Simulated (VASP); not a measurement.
# MgS (Fm-3m) in VASP: a series of runs

The runs below take MgS through single point, with LDA.

Program: VASP 6.6.1. These are calculated values, not measurements. Logs are shortened: lines on timing, memory, paths and dates and some standing lists are left out, and cuts for length are marked.

### Step 1. The cell of the first run

The structure is cubic, space group Fm-3m (No. 225). The conventional cell has a = 5.054 Å, b = 5.054 Å, c = 5.054 Å, α = 90.00°, β = 90.00°, γ = 90.00°. Mg (site symmetry m-3m) has 6 S at 2.53 Å within 3.3 Å. Within 3.3 Å of S (site symmetry m-3m) lie 6 Mg at 2.53 Å.

### Step 2. Single point, LDA

The input, INCAR:

```
SYSTEM = MgS
  PREC = Accurate
  ENCUT = 520
  EDIFF = 1E-6
  ISMEAR = 0
  SIGMA = 0.01
  LREAL = .FALSE.
  LASPH = .TRUE.
  NELM = 60
  ALGO = Normal
  ISIF = 2
  LWAVE = .FALSE.
  LCHARG = .FALSE.
  NBANDS = 11
```

The input, KPOINTS:

```
Automatic mesh
0
G
  8 8 8
  0 0 0
```

The input, POSCAR:

```
MgS
1.0
    2.5269732979      2.5269732979      0.0000000000
   -2.5269732979      2.5269732979      0.0000000000
    0.0000000000      2.5269732979      2.5269732979
Mg S
1 1
Direct
    0.0000000000      0.0000000000      0.0000000000
    0.5000000000      0.5000000000      0.0000000000
```

Potentials or basis: VASP PAW LDA potentials, release 64 (Mg, S).

On the command line:

```
$ cat potpaw_LDA.64/Mg/POTCAR potpaw_LDA.64/S/POTCAR > POTCAR
$ mpirun -np 1 vasp_std > vasp.out
```

OUTCAR:

```text
SYSTEM = MgS
   PREC = Accurate
   ENCUT = 520
   EDIFF = 1E-6
   ISMEAR = 0
   LREAL = .FALSE.
   LASPH = .TRUE.
   NELM = 60
   ISIF = 2

 ion  position               nearest neighbor table
   1  0.000  0.000  0.000-   2 2.53   2 2.53   2 2.53   2 2.53   2 2.53   2 2.53
   2  0.500  0.500  0.000-   1 2.53   1 2.53   1 2.53   1 2.53   1 2.53   1 2.53

  LATTYP: Found a face centered cubic cell.
 ALAT       =     5.0539465958

  Lattice vectors:

 A1 = (   0.0000000000,   2.5269732979,   2.5269732979)
 A2 = (   2.5269732979,   0.0000000000,   2.5269732979)
 A3 = (   2.5269732979,   2.5269732979,   0.0000000000)

Analysis of symmetry for initial positions (statically):
=====================================================================
 Subroutine PRICEL returns:
 Original cell was already a primitive cell.

 Routine SETGRP: Setting up the symmetry group for a
 face centered cubic supercell.

 Subroutine GETGRP returns: Found 48 space group operations
 (whereof 48 operations were pure point group operations)
 out of a pool of 48 trial point group operations.

The static configuration has the point symmetry O_h .

Analysis of symmetry for dynamics (positions and initial velocities):
=====================================================================
 Subroutine PRICEL returns:
 Original cell was already a primitive cell.

 Routine SETGRP: Setting up the symmetry group for a
 face centered cubic supercell.

 Subroutine GETGRP returns: Found 48 space group operations
 (whereof 48 operations were pure point group operations)
 out of a pool of 48 trial point group operations.

The dynamic configuration has the point symmetry O_h .

 Subroutine INISYM returns: Found 48 space group operations
 (whereof 48 operations are pure point group operations),
 and found     1 'primitive' translations

----------------------------------------------------------------------------------------

                                     Primitive cell

  volume of cell :      32.2725

  direct lattice vectors                    reciprocal lattice vectors
     2.526973298  2.526973298  0.000000000     0.197865170  0.197865170 -0.197865170
    -2.526973298  2.526973298  0.000000000    -0.197865170  0.197865170 -0.197865170
     0.000000000  2.526973298  2.526973298     0.000000000  0.000000000  0.395730339

  length of vectors
     3.573679910  3.573679910  3.573679910     0.342712527  0.342712527  0.395730339

  position of ions in fractional coordinates (direct lattice)
     0.000000000  0.000000000  0.000000000
     0.500000000  0.500000000  0.000000000

  ion indices of the primitive-cell ions
   primitive index   ion index
                 1           1
                 2           2

----------------------------------------------------------------------------------------

 KPOINTS: Automatic mesh

Automatic generation of k-mesh.
 Grid dimensions read from file:
 generate k-points for:    8    8    8

 Generating k-lattice:

  Cartesian coordinates                     Fractional coordinates (reciprocal lattice)
     0.024733146  0.024733146 -0.024733146     0.125000000  0.000000000  0.000000000
    -0.024733146  0.024733146 -0.024733146     0.000000000  0.125000000  0.000000000
     0.000000000  0.000000000  0.049466292     0.000000000  0.000000000  0.125000000

  Length of vectors
     0.042839066  0.042839066  0.049466292

  Shift w.r.t. Gamma in fractional coordinates (k-lattice)
     0.000000000  0.000000000  0.000000000

 Subroutine IBZKPT returns following result:
 ===========================================

 Found     29 irreducible k-points:

 Following reciprocal coordinates:
            Coordinates               Weight
  0.000000  0.000000  0.000000      1.000000
  0.125000  0.000000  0.000000      8.000000
  0.250000  0.000000  0.000000      8.000000
  0.375000  0.000000  0.000000      8.000000
  0.500000  0.000000  0.000000      4.000000
  0.125000  0.125000  0.000000     12.000000
[... 16 lines left out ...]
  0.375000  0.250000  0.125000     48.000000
  0.500000  0.250000  0.125000     24.000000
 [... further k-points ...]
   k-points           NKPTS =     29   k-points in BZ     NKDIM =     29   number of bands    NBANDS=     11
   number of dos      NEDOS =    301   number of ions     NIONS =      2
   total plane-waves  NPLWV =  21952
   dimension x,y,z NGX =    28 NGY =   28 NGZ =   28
   dimension x,y,z NGXF=    56 NGYF=   56 NGZF=   56
   ions per type =               1   1
   NGX,Y,Z   is equivalent  to a cutoff of  13.03, 13.03, 13.03 a.u.
   NGXF,Y,Z  is equivalent  to a cutoff of  26.05, 26.05, 26.05 a.u.
 SYSTEM =  MgS
   PREC   = accura    normal or accurate (medium, high low for compatibility)
   ISTART =      0    job   : 0-new  1-cont  2-samecut
   ICHARG =      2    charge: 1-file 2-atom 10-const
   ISPIN  =      1    spin polarized calculation?
   LNONCOLLINEAR =      F non collinear calculations
   LSORBIT =      F    spin-orbit coupling
   LASPH  =      T    aspherical Exc in radial PAW
   ENCUT  =  520.0 eV  38.22 Ry    6.18 a.u.   6.64  6.64  6.64*2*pi/ulx,y,z
   NELM   =     60;   NELMIN=  2; NELMDL= -5     # of ELM steps
   EDIFF  = 0.1E-05   stopping-criterion for ELM
   LREAL  =      F    real-space projection
   EDIFFG = 0.1E-04   stopping-criterion for IOM
   NSW    =      0    number of steps for IOM
   IBRION =     -1    ionic relax: 0-MD 1-quasi-New 2-CG
   NFREE  =      0    steps in history (QN), initial steepest desc. (CG)
   ISIF   =      2    stress and relaxation
   ISYM   =      2    0-nonsym 1-usesym 2-fastsym
   POTIM  = 0.5000    time-step for ionic-motion
   TEBEG  =    0.0;   TEEND  =   0.0 temperature during run
   PSTRESS=    0.0 pullay stress
   NELECT =       8.0000    total number of electrons
   NUPDOWN=      -1.0000    fix difference up-down
   EMIN   =  10.00;   EMAX   =-10.00  energy-range for DOS
   EFERMI =   0.00;   METHOD = LEGACY
   ISMEAR =     0;   SIGMA  =   0.01  broadening in eV -4-tet -1-fermi 0-gaus
   EFERMI_NEDOS =   21; number of points for ismear=-14 and -15
   IALGO  =     38    algorithm
   IMIX   =      4    mixing-type and parameters
     AMIX     =   0.40;   BMIX     =  1.00
     AMIX_MAG =   1.60;   BMIX_MAG =  1.00
  volume/ion in A,a.u.               =      16.14       108.89
  Fermi-wavevector in a.u.,A,eV,Ry     =   1.028397  1.943389 14.389530  1.057601
  Thomas-Fermi vector in A             =   2.162391
   LORBIT       =      0    0 simple, 1 ext, 2 COOP (PROOUT), +10 PAW based schemes
   GGA     = CA    functional components
   LHFCALC =     F    Hartree Fock is set to
   AEXX    =    0.0000 exact exchange contribution
   IVDW    =     0    specifies the selected vdW correction
   LEPSILON=     F    determine dielectric tensor
   LRPA    =     F    only Hartree local field effects (RPA)
 non-spin polarized calculation
 Gauss-broadening in eV      SIGMA  =   0.01
  energy-cutoff  :      520.00
  volume of cell :       32.27
 maximum number of plane-waves:       893
 NGX is ok and might be reduce to    28
   NGX = 13   NGY = 13   NGZ = 13

 number of electron       8.0000001 magnetization

 Free energy of the ion-electron system (eV)
  ---------------------------------------------------
  ext. energy  EPLUGINS =         0.00000000
  ---------------------------------------------------
  free energy    TOTEN  =        -9.57936939 eV

  energy without entropy =       -9.57936939  energy(sigma->0) =       -9.57936939

 E-fermi :   4.4769     XC(G=0): -10.3521

 val. band max:        4.4060314676   @ k =   0.0000   0.0000   0.0000
 cond. band min:       7.1467066675   @ k =   0.5000   0.5000   0.0000
 fundamental gap:      2.7406751999
 Fermi energy:         4.4768735155

 k-point     1 :       0.0000    0.0000    0.0000
  band No.  band energies     occupation
      1      -8.7660      2.00000
      2       4.4060      2.00000
      3       4.4060      2.00000
      4       4.4060      2.00000
      5       8.6233      0.00000
      6      12.1709      0.00000
      7      12.1709      0.00000
      8      12.1709      0.00000
      9      14.7549      0.00000
     10      14.7549      0.00000
     11      16.9563      0.00000

 k-point     2 :       0.1250    0.0000    0.0000
  band No.  band energies     occupation
      1      -8.5908      2.00000
      2       3.2707      2.00000
      3       4.2832      2.00000
      4       4.2832      2.00000
      5       9.3854      0.00000
      6      11.9370      0.00000
      7      12.4615      0.00000
      8      12.4615      0.00000
      9      14.1392      0.00000
     10      14.1392      0.00000
     11      17.4546      0.00000

 k-point     3 :       0.2500    0.0000    0.0000
  band No.  band energies     occupation
      1      -8.1103      2.00000
      2       1.3227      2.00000
      3       4.0192      2.00000
      4       4.0192      2.00000
      5       9.4872      0.00000
      6      12.1613      0.00000
      7      12.1613      0.00000
      8      13.0824      0.00000
      9      14.7251      0.00000
     10      14.7251      0.00000
     11      16.6131      0.00000

 k-point     4 :       0.3750    0.0000    0.0000
  band No.  band energies     occupation
      1      -7.5054      2.00000
      2      -0.3134      2.00000
      3       3.7901      2.00000
      4       3.7901      2.00000
      5       9.0722      0.00000
      6      11.4940      0.00000
      7      11.4940      0.00000
      8      14.9003      0.00000
      9      16.1740      0.00000
     10      16.8140      0.00000
     11      16.8140      0.00000
[... 239 lines left out ...]
 k-point    22 :       0.2500    0.2500    0.1250
  band No.  band energies     occupation
      1      -7.7293      2.00000
      2       1.0392      2.00000
      3       2.7151      2.00000
      4       3.6099      2.00000
      5      10.3803      0.00000
      6      10.6987      0.00000
      7      11.6464      0.00000
      8      13.8442      0.00000
      9      14.6189      0.00000
     10      17.6755      0.00000
     11      19.7199      0.00000

 k-point    23 :       0.3750    0.2500    0.1250
  band No.  band energies     occupation
      1      -7.2113      2.00000
      2       0.0539      2.00000
      3       2.1126      2.00000
      4       3.2490      2.00000
      5      10.0629      0.00000
      6      10.8181      0.00000
      7      12.2734      0.00000
      8      13.6555      0.00000
      9      16.3664      0.00000
     10      19.0384      0.00000
     11      19.7499      0.00000

 k-point    24 :       0.5000    0.2500    0.1250
  band No.  band energies     occupation
      1      -6.9552      2.00000
      2      -0.4202      2.00000
      3       1.9573      2.00000
      4       3.0674      2.00000
      5       9.9950      0.00000
      6      10.5366      0.00000
      7      12.9448      0.00000
      8      14.1139      0.00000
      9      16.8932      0.00000
     10      18.2196      0.00000
     11      20.2988      0.00000

 [... further k-points ...]
[... 5 lines left out ...]
  --------------------------------------------------------------------------------------
  -------------------------------------------------------------------------------------
  Total        0.6899312      0.6899312      0.6899312      0.0000000      0.0000000     -0.0000000
  in kB       34.2518822     34.2518822     34.2518822      0.0000000      0.0000000     -0.0000000
  external PRESSURE =      34.2518822 kB  Pullay stress =       0.0000000 kB

 VOLUME and BASIS-vectors are now :
 -----------------------------------------------------------------------------
  energy-cutoff  :      520.00
  volume of cell :       32.27
      direct lattice vectors                 reciprocal lattice vectors
     2.526973298  2.526973298  0.000000000     0.197865170  0.197865170 -0.197865170
    -2.526973298  2.526973298  0.000000000    -0.197865170  0.197865170 -0.197865170
     0.000000000  2.526973298  2.526973298     0.000000000  0.000000000  0.395730339

 POSITION                                       TOTAL-FORCE (eV/Angst)
 -----------------------------------------------------------------------------------
      0.00000      0.00000      0.00000         0.000000     -0.000000      0.000000
      0.00000      2.52697      0.00000        -0.000000      0.000000      0.000000
 -----------------------------------------------------------------------------------
    total drift:                               -0.000000      0.000000     -0.000000

  FREE ENERGIE OF THE ION-ELECTRON SYSTEM (eV)
  ---------------------------------------------------
  free  energy   TOTEN  =        -9.5793693932 eV

  energy  without entropy=       -9.5793693932  energy(sigma->0) =       -9.57936939
```

Wall time 9.8 s (1 thread of Intel Xeon Platinum 8259CL at 2.50GHz (Skylake/Cascade Lake), shared host); peak memory 0.14 GiB.

Results:

* Free energy: -9.5794 eV
* Pressure: 3.4 GPa
* Band gap on the k mesh: 2.74 eV, indirect (least direct gap 4.22 eV)

### Step 3. Single point, LDA

The input, INCAR:

```
PREC     = Accurate       # precision mode
ENCUT    = 520            # plane-wave cutoff, eV
EDIFF    = 1E-6           # SCF threshold, eV
ISMEAR   = 0              # smearing method
SIGMA    = 0.01           # smearing width, eV
LREAL    = F              # projectors in reciprocal space
LASPH    = T              # aspherical terms in the spheres
NELM     = 60             # most SCF steps
ALGO     = Normal         # electronic algorithm
ISIF     = 2              # what is computed and relaxed
LWAVE    = F              # write WAVECAR
LCHARG   = F              # write CHGCAR
GGA      = CA             # functional
NBANDS   = 11             # bands
```

The input, KPOINTS:

```
Automatic mesh
0
Gamma
  8 8 8
```

POSCAR is that of step 2.

Potentials or basis: VASP PAW LDA potentials, release 64 (Mg, S).

On the command line:

```
$ cat potpaw_LDA.64/Mg/POTCAR potpaw_LDA.64/S/POTCAR > POTCAR
$ mpirun -np 1 vasp_std > vasp.out
```

It took 8.9 s on 1 thread of Intel Xeon Platinum 8259CL at 2.50GHz (Skylake/Cascade Lake), shared host; peak memory 0.14 GiB.

It converged, with:

```
Free energy            : -9.5794 eV
Pressure               : 3.4 GPa
Band gap on the k mesh : 2.74 eV, indirect (least direct gap 4.22 eV)
```

Levels at points of the mesh, in eV from the valence-band top:
```
           k point  band 1  band 2  band 3  band 4  band 5  band 6  band 7  band 8
(0.00, 0.00, 0.00)  -13.17    0.00    0.00    0.00    4.22    7.76    7.76    7.76
(0.50, 0.00, 0.00)  -11.60   -5.39   -0.70   -0.70    4.50    6.84    6.84   10.78
(0.50, 0.50, 0.00)  -11.15   -4.73   -1.91   -1.91    2.74    3.96   12.67   13.00
```

### Step 4. Single point, LDA

This run uses another cell than the first one, of 17.30 Å³/atom, 1.072 times its volume.

The input, INCAR:

```
PREC = Accurate ; ENCUT = 520
EDIFF = 1E-7 ; ISMEAR = 0
SIGMA = 0.01 ; LREAL = F
LASPH = T ; NELM = 100
ALGO = Normal ; ISIF = 2
LWAVE = F ; LCHARG = F
NBANDS = 11
```

KPOINTS is that of step 3.

The input, POSCAR:

```
MgS
1.0
    2.5860869286      2.5860869286      0.0000000000
   -2.5860869286      2.5860869286      0.0000000000
    0.0000000000      2.5860869286      2.5860869286
Mg S
1 1
Direct
    0.0000000000      0.0000000000      0.0000000000
    0.5000000000      0.5000000000      0.0000000000
```

On the command line:

```
$ cat potpaw_LDA.64/Mg/POTCAR potpaw_LDA.64/S/POTCAR > POTCAR
$ mpirun -np 1 vasp_std > vasp.out
```

Run time: 13 s. Hardware: 1 thread of Intel Xeon Platinum 8259CL at 2.50GHz (Skylake/Cascade Lake), shared host; peak memory 0.14 GiB.

The run converged. Its results:

```
Free energy            : -9.5838 eV
Pressure               : -2.6 GPa
Band gap on the k mesh : 2.60 eV, indirect (least direct gap 3.63 eV)
```

Levels at points of the mesh, in eV from the valence-band top:
| k point | band 1 | band 2 | band 3 | band 4 | band 5 | band 6 | band 7 | band 8 | band 9 |
| --- | --- | --- | --- | --- | --- | --- | --- | --- | --- |
| (0.00, 0.00, 0.00) | -12.74 | 0.00 | 0.00 | 0.00 | 3.63 | 7.83 | 7.83 | 7.83 | 10.28 |
| (0.50, 0.00, 0.00) | -11.36 | -5.00 | -0.61 | -0.61 | 4.40 | 6.76 | 6.76 | 10.04 | 12.04 |
| (0.50, 0.50, 0.00) | -10.97 | -4.35 | -1.75 | -1.75 | 2.60 | 4.20 | 11.97 | 12.81 | 13.27 |

### Step 5. Single point, LDA

This run uses another cell than the first one, of 16.86 Å³/atom, 1.045 times its volume.

The input, INCAR:

```
SYSTEM = MgS
  PREC = Accurate
  ENCUT = 520
  EDIFF = 1E-6
  ISMEAR = -1
  SIGMA = 0.1
  LREAL = .FALSE.
  LASPH = .TRUE.
  NELM = 60
  ALGO = Normal
  ISIF = 2
  LWAVE = .FALSE.
  LCHARG = .TRUE.
  GGA = CA
  LELF = .TRUE.
  LVHAR = .TRUE.
  NBANDS = 11
```

The input, KPOINTS:

```
Automatic mesh
0
G
  12 12 12
  0 0 0
```

The input, POSCAR:

```
MgS
1.0
    2.5641824302      2.5641824302      0.0000000000
   -2.5641824302      2.5641824302      0.0000000000
    0.0000000000      2.5641824302      2.5641824302
Mg S
1 1
Direct
    0.0000000000      0.0000000000      0.0000000000
    0.5000000000      0.5000000000      0.0000000000
```

On the command line:

```
$ cat potpaw_LDA.64/Mg/POTCAR potpaw_LDA.64/S/POTCAR > POTCAR
$ mpirun -np 1 vasp_std > vasp.out
```

It took 9.4 s on 1 thread of Intel Xeon 6975P-C (Granite Rapids), shared host; peak memory 0.15 GiB.

Results (log left out):

```
Free energy            : -9.5924 eV
Pressure               : -0.6 GPa
Band gap on the k mesh : 2.65 eV, indirect (least direct gap 3.84 eV)
```

Levels at points of the mesh, in eV from the valence-band top:
```
           k point  band 1  band 2  band 3  band 4  band 5  band 6  band 7  band 8
(0.00, 0.00, 0.00)  -12.90    0.00    0.00    0.00    3.84    7.81    7.81    7.81
(0.50, 0.00, 0.00)  -11.45   -5.14   -0.65   -0.65    4.44    6.79    6.79   10.31
(0.50, 0.50, 0.00)  -11.03   -4.49   -1.81   -1.81    2.65    4.11   12.22   12.88
```

### Step 6. Summary

```csv
cell,k mesh,smearing,gap on the mesh (eV),pressure (GPa)
"a = 3.574 Å, angles 60.0, 60.0, 90.0°, 2 atoms",8 × 8 × 8,gaussian 0.01 eV,2.74,3.4
"a = 3.657 Å, angles 60.0, 60.0, 90.0°, 2 atoms",8 × 8 × 8,gaussian 0.01 eV,2.60,-2.6
"a = 3.626 Å, angles 60.0, 60.0, 90.0°, 2 atoms",12 × 12 × 12,fermi-dirac 0.1 eV,2.65,-0.6
```

Alike in all rows: task single point; level LDA; potentials or basis VASP PAW LDA potentials, release 64 (Mg, S); no spin polarisation; cutoff (eV) 520.

Total energies depend on the potentials used, so only differences within one code and one set of settings carry meaning.
